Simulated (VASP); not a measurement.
Input of a VASP 6.6.1 run:

INCAR

```
SYSTEM = MoS
  PREC = Accurate
  ENCUT = 520
  EDIFF = 1E-6
  ISMEAR = 0
  SIGMA = 0.1
  LREAL = .False.
  LASPH = .True.
  NELM = 150
  ALGO = Normal
  ISIF = 2
  LWAVE = .False.
  LCHARG = .False.
  ISPIN = 2
  MAGMOM = 3.5 0
  LORBIT = 11
  LMAXMIX = 4
  GGA = PE
  NBANDS = 21
```

Contents of KPOINTS:

```
Automatic mesh
0
Gamma
  14 14 14
  0 0 0
```

File POSCAR:

```
MoS
1.0
    0.0000000000      2.4784774199      2.4784774199
    2.4784774199      0.0000000000      2.4784774199
    2.4784774199      2.4784774199      0.0000000000
Mo S
1 1
Direct
    0.0000000000      0.0000000000      0.0000000000
    0.5000000000      0.5000000000      0.5000000000
```

Potentials or basis: VASP PAW PBE potentials, release 64 (Mo_sv, S).

Run with:

```bash
$ cat potpaw_PBE.64/Mo_sv/POTCAR potpaw_PBE.64/S/POTCAR > POTCAR
$ mpirun -np 1 vasp_std > vasp.out
```

(1) What does it give for the pressure?

(2) Predict the net moment.

(3) What does it give for the band gap on the k mesh?

Results:

(1) 0.1 GPa.

(2) 0.00 μB per cell.

(3) zero (filled and empty bands overlap).
